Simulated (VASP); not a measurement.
# MgO (Pm-3m) in VASP: a series of runs

MgO is run at these levels: LDA; tasks: G0W0 quasiparticle levels.

All numbers are computed with VASP 6.6.1; they aren't measurements. Logs are shortened: lines on timing, memory, paths and dates and some standing lists are left out, and cuts for length are marked.

### Step 1. The cell of the first run

Symmetry: Pm-3m, No. 221, cubic system. Conventional cell: a = 2.623 Å, b = 2.623 Å, c = 2.623 Å, α = 90.00°, β = 90.00°, γ = 90.00°. Within 3.0 Å of Mg (site symmetry m-3m) lie 8 O at 2.27 Å and 6 Mg at 2.62 Å. Within 3.0 Å of O (site symmetry m-3m) lie 8 Mg at 2.27 Å and 6 O at 2.62 Å.

### Step 2. G0W0 quasiparticle levels, LDA

The input, POSCAR:

```
MgO
1.0
    2.6233491285      0.0000000000      0.0000000000
    0.0000000000      2.6233491285      0.0000000000
    0.0000000000      0.0000000000      2.6233491285
Mg O
1 1
Direct
    0.0000000000      0.0000000000      0.0000000000
    0.5000000000      0.5000000000      0.5000000000
```

The input, INCAR.step1:

```
SYSTEM = MgO
PREC = Accurate
ENCUT = 500
EDIFF = 1E-8
ISMEAR = 0
SIGMA = 0.01
LREAL = .False.
LASPH = .True.
NELM = 100
ALGO = Normal
LWAVE = .True.
LCHARG = .False.
```

The input, INCAR.step2:

```
SYSTEM = MgO
PREC = Accurate
ENCUT = 500
EDIFF = 1E-8
ISMEAR = 0
SIGMA = 0.01
LREAL = .False.
LASPH = .True.
NELM = 1
ALGO = Exact
LWAVE = .True.
LCHARG = .False.
NBANDS = 34
LOPTICS = .True.
ISTART = 1
```

The input, INCAR.step3:

```
SYSTEM = MgO
PREC = Accurate
ENCUT = 500
EDIFF = 1E-8
ISMEAR = 0
SIGMA = 0.01
LREAL = .False.
LASPH = .True.
ALGO = EVGW0
LWAVE = .False.
LCHARG = .False.
NELMGW = 1
NBANDS = 34
ENCUTGW = 60.0
NOMEGA = 48
PRECFOCK = Fast
ISTART = 1
NBANDSGW = 12
```

The input, KPOINTS:

```
regular mesh
0
Gamma
  4 4 4
  0 0 0
```

Potentials or basis: VASP PAW LDA potentials, release 64 (Mg_GW, O_GW).

The run is started by

```sh
> cat potpaw_LDA.64/Mg_GW/POTCAR potpaw_LDA.64/O_GW/POTCAR > POTCAR
> cp INCAR.step1 INCAR
> mpirun -np 1 vasp_std > vasp.out
> cp INCAR.step2 INCAR
> mpirun -np 1 vasp_std > vasp.out
> cp INCAR.step3 INCAR
> mpirun -np 1 vasp_std > vasp.out
```

OUTCAR:

```text
SYSTEM = MgO
   PREC = Accurate
   ENCUT = 500
   EDIFF = 1E-8
   ISMEAR = 0
   LREAL = .False.
   LASPH = .True.
   NELMGW = 1
   ENCUTGW = 60.0
   PRECFOCK = Fast
   ISTART = 1

 ion  position               nearest neighbor table
   1  0.000  0.000  0.000-
   2  0.500  0.500  0.500-

  LATTYP: Found a simple cubic cell.
 ALAT       =     2.6233491285

  Lattice vectors:

 A1 = (   2.6233491285,   0.0000000000,   0.0000000000)
 A2 = (   0.0000000000,   2.6233491285,   0.0000000000)
 A3 = (   0.0000000000,   0.0000000000,   2.6233491285)

Analysis of symmetry for initial positions (statically):
=====================================================================
 Subroutine PRICEL returns:
 Original cell was already a primitive cell.

 Routine SETGRP: Setting up the symmetry group for a
 simple cubic supercell.

 Subroutine GETGRP returns: Found 48 space group operations
 (whereof 48 operations were pure point group operations)
 out of a pool of 48 trial point group operations.

The static configuration has the point symmetry O_h .

Analysis of symmetry for dynamics (positions and initial velocities):
=====================================================================
 Subroutine PRICEL returns:
 Original cell was already a primitive cell.

 Routine SETGRP: Setting up the symmetry group for a
 simple cubic supercell.

 Subroutine GETGRP returns: Found 48 space group operations
 (whereof 48 operations were pure point group operations)
 out of a pool of 48 trial point group operations.

The dynamic configuration has the point symmetry O_h .

 Subroutine INISYM returns: Found 48 space group operations
 (whereof 48 operations are pure point group operations),
 and found     1 'primitive' translations

----------------------------------------------------------------------------------------

                                     Primitive cell

  volume of cell :      18.0538

  direct lattice vectors                    reciprocal lattice vectors
     2.623349129  0.000000000  0.000000000     0.381192114  0.000000000  0.000000000
     0.000000000  2.623349129  0.000000000     0.000000000  0.381192114  0.000000000
     0.000000000  0.000000000  2.623349129     0.000000000  0.000000000  0.381192114

  length of vectors
     2.623349129  2.623349129  2.623349129     0.381192114  0.381192114  0.381192114

  position of ions in fractional coordinates (direct lattice)
     0.000000000  0.000000000  0.000000000
     0.500000000  0.500000000  0.500000000

  ion indices of the primitive-cell ions
   primitive index   ion index
                 1           1
                 2           2

----------------------------------------------------------------------------------------

 KPOINTS: regular mesh

Automatic generation of k-mesh.
 Grid dimensions read from file:
 generate k-points for:    4    4    4

 Generating k-lattice:

  Cartesian coordinates                     Fractional coordinates (reciprocal lattice)
     0.095298028  0.000000000  0.000000000     0.250000000  0.000000000  0.000000000
     0.000000000  0.095298028  0.000000000     0.000000000  0.250000000  0.000000000
     0.000000000  0.000000000  0.095298028     0.000000000  0.000000000  0.250000000

  Length of vectors
     0.095298028  0.095298028  0.095298028

  Shift w.r.t. Gamma in fractional coordinates (k-lattice)
     0.000000000  0.000000000  0.000000000

 Subroutine IBZKPT returns following result:
 ===========================================

 Found     10 irreducible k-points:

 Following reciprocal coordinates:
            Coordinates               Weight
  0.000000  0.000000  0.000000      1.000000
  0.250000  0.000000  0.000000      6.000000
  0.500000  0.000000  0.000000      3.000000
  0.250000  0.250000  0.000000     12.000000
  0.500000  0.250000  0.000000     12.000000
  0.500000  0.500000  0.000000      3.000000
  0.250000  0.250000  0.250000      8.000000
  0.500000  0.250000  0.250000     12.000000
  0.500000  0.500000  0.250000      6.000000
  0.500000  0.500000  0.500000      1.000000
   k-points           NKPTS =     10   k-points in BZ     NKDIM =     64   number of bands    NBANDS=     34
   number of dos      NEDOS =    301   number of ions     NIONS =      2
   total plane-waves  NPLWV =   8000
   dimension x,y,z NGX =    20 NGY =   20 NGZ =   20
   dimension x,y,z NGXF=    40 NGYF=   40 NGZF=   40
   ions per type =               1   1
   NGX,Y,Z   is equivalent  to a cutoff of  12.67, 12.67, 12.67 a.u.
   NGXF,Y,Z  is equivalent  to a cutoff of  25.35, 25.35, 25.35 a.u.
 SYSTEM =  MgO
   PREC   = accura    normal or accurate (medium, high low for compatibility)
   ISTART =      1    job   : 0-new  1-cont  2-samecut
   ICHARG =      0    charge: 1-file 2-atom 10-const
   ISPIN  =      1    spin polarized calculation?
   LNONCOLLINEAR =      F non collinear calculations
   LSORBIT =      F    spin-orbit coupling
   LASPH  =      T    aspherical Exc in radial PAW
   ENCUT  =  500.0 eV  36.75 Ry    6.06 a.u.   4.78  4.78  4.78*2*pi/ulx,y,z
   NELM   =     60;   NELMIN=  2; NELMDL=  0     # of ELM steps
   EDIFF  = 0.1E-07   stopping-criterion for ELM
   LREAL  =      F    real-space projection
   EDIFFG = 0.1E-06   stopping-criterion for IOM
   NSW    =      0    number of steps for IOM
   IBRION =     -1    ionic relax: 0-MD 1-quasi-New 2-CG
   NFREE  =      0    steps in history (QN), initial steepest desc. (CG)
   ISIF   =      0    stress and relaxation
   ISYM   =      3    0-nonsym 1-usesym 2-fastsym
   POTIM  = 0.5000    time-step for ionic-motion
   TEBEG  =    0.0;   TEEND  =   0.0 temperature during run
   PSTRESS=    0.0 pullay stress
   NELECT =       8.0000    total number of electrons
   NUPDOWN=      -1.0000    fix difference up-down
   EMIN   =  10.00;   EMAX   =-10.00  energy-range for DOS
   EFERMI =   0.00;   METHOD = LEGACY
   ISMEAR =     0;   SIGMA  =   0.01  broadening in eV -4-tet -1-fermi 0-gaus
   EFERMI_NEDOS =   21; number of points for ismear=-14 and -15
   IALGO  =     38    algorithm
   IMIX   =      4    mixing-type and parameters
     AMIX     =   0.40;   BMIX     =  1.00
     AMIX_MAG =   1.60;   BMIX_MAG =  1.00
  volume/ion in A,a.u.               =       9.03        60.92
  Fermi-wavevector in a.u.,A,eV,Ry     =   1.248098  2.358563 21.194461  1.557749
  Thomas-Fermi vector in A             =   2.382200
   LORBIT       =      0    0 simple, 1 ext, 2 COOP (PROOUT), +10 PAW based schemes
   GGA     = CA    functional components
   LHFCALC =     T    Hartree Fock is set to
   PRECFOCK=fast      Normal, Fast or Accurate (Low or Medium for compatibility)
   ENCUT4O =  -1.0   cutoff for four orbital integrals eV
   NKREDX  =     1    reduce k-point grid by
   NKREDY  =     1    reduce k-point grid by
   NKREDZ  =     1    reduce k-point grid by
   AEXX    =    1.0000 exact exchange contribution
   HFSCREEN=    0.0000 screening length (either q_TF or 0.3 A-1)
   HFSCREENC=   0.0000 screening length for correlation (either q_TF or 0.3 A-1)
   ENCUTFOCK=  -1.0 apply spherical cutoff to Coloumb kernel
   IVDW    =     0    specifies the selected vdW correction
   LEPSILON=     F    determine dielectric tensor
   LRPA    =     F    only Hartree local field effects (RPA)
   LRPAFORCE           =     F    calculate RPA forces
   ENCUTGW             =  60.0    cutoff for response function in eV
   ENCUTGWSOFT         =  48.0    soft cutoff for Coulomb kernel in GW response function in eV
   ENCUTLF             =  -1.0    cutoff for local field effects
   NELMGW              =     1    number of iterations in solving QP/BSE equation
   NELMHF              =     1    number of iterations in the inner HF iteration
   NKREDLFX            =     1    NKREDLFY  =   1   NKREDLFZ  =   1
 non-spin polarized calculation
 Gauss-broadening in eV      SIGMA  =   0.01
  energy-cutoff  :      500.00
  volume of cell :       18.05
 maximum number of plane-waves:       480
 NGX is ok and might be reduce to    20
  NGX = 12; NGY = 12; NGZ = 12
   NGX =  9   NGY =  9   NGZ =  9
 maximum number of plane-waves:        23
 NGX is ok and might be reduce to    10

 QP shifts <psi_nk| G(iteration)W_0 |psi_nk>: iteration 1
 for sc-GW calculations column KS-energies equals QP-energies in previous step
 and V_xc(KS)=  KS-energies - (<T + V_ion + V_H > + <T+V_H+V_ion>^1  + <V_x>^1)

 k-point   1 :       0.0000    0.0000    0.0000
  band No.  KS-energies  QP-energies   sigma(KS)   V_xc(KS)     V^pw_x(r,r')   Z            occupation Imag(sigma)

      1     -13.4950     -15.5427     -20.5107     -17.5815     -29.3520       0.6991       2.0000       1.2624
      2       3.8240       3.2030     -20.1295     -19.3171     -24.6365       0.7644       2.0000       0.1451
      3       3.8240       3.2030     -20.1295     -19.3171     -24.6365       0.7644       2.0000       0.1451
      4       3.8240       3.2030     -20.1295     -19.3171     -24.6365       0.7644       2.0000       0.1451
      5       7.4033       8.6277     -11.1921     -12.6973      -7.6396       0.8135       0.0000      -0.0894
      6      15.0653      16.5808      -7.6941      -9.5673      -3.2565       0.8091       0.0000      -0.1274
      7      15.0653      16.5808      -7.6941      -9.5673      -3.2565       0.8091       0.0000      -0.1274
      8      24.8402      27.0587      -9.4757     -12.2689      -3.6206       0.7943       0.0000      -0.7678
      9      24.8402      27.0587      -9.4757     -12.2689      -3.6206       0.7943       0.0000      -0.7678
     10      24.8402      27.0587      -9.4757     -12.2689      -3.6206       0.7943       0.0000      -0.7678
     11      32.1688      34.2418      -7.7118     -10.2834      -2.4901       0.8061       0.0000      -0.7310
     12      32.1688      34.2418      -7.7118     -10.2834      -2.4901       0.8061       0.0000      -0.7310

 k-point   2 :       0.2500    0.0000    0.0000
  band No.  KS-energies  QP-energies   sigma(KS)   V_xc(KS)     V^pw_x(r,r')   Z            occupation Imag(sigma)
[... 129 lines left out ...]
      1     -10.3569     -12.6742     -23.2530     -20.1531     -31.6824       0.7475       2.0000       1.0499
      2       1.1357       0.2937     -18.4735     -17.3435     -23.2987       0.7452       2.0000       0.1978
      3       1.1357       0.2937     -18.4735     -17.3435     -23.2987       0.7452       2.0000       0.1978
      4       1.1357       0.2937     -18.4735     -17.3435     -23.2987       0.7452       2.0000       0.1978
      5      12.1022      13.6367      -7.6380      -9.5232      -3.4219       0.8140       0.0000      -0.1172
      6      12.1022      13.6367      -7.6380      -9.5232      -3.4219       0.8140       0.0000      -0.1172
      7      12.1022      13.6367      -7.6380      -9.5232      -3.4219       0.8140       0.0000      -0.1172
      8      20.9408      22.6743      -7.0129      -9.2228      -1.6043       0.7844       0.0000      -0.4595
      9      23.5370      25.8694     -12.0798     -15.1205      -6.3334       0.7670       0.0000      -0.5708
     10      23.5370      25.8694     -12.0798     -15.1205      -6.3334       0.7670       0.0000      -0.5708
     11      23.5370      25.8694     -12.0798     -15.1205      -6.3334       0.7670       0.0000      -0.5708
     12      41.5639      45.2357     -10.1317     -14.0601      -4.5857       0.9347       0.0000      -2.2032
```

It took 29 s on 1 thread of Intel Xeon 8259CL, shared host; peak memory 0.18 GiB.

What came out:

| Property | Result |
| --- | --- |
| Band gap on the k mesh, mean-field level | 2.54 eV, indirect (least direct gap 3.58 eV) |
| Quasiparticle gap | 4.23 eV |
| Least direct quasiparticle gap | 5.42 eV |

Caveat: the k points lie up to 0.60 Å⁻¹ apart; bands, screening cutoff and mesh are small and nothing is extrapolated, so the quasiparticle values aren't converged. A k mesh can miss the band edges.

(Part 1 of 2 ends here.)
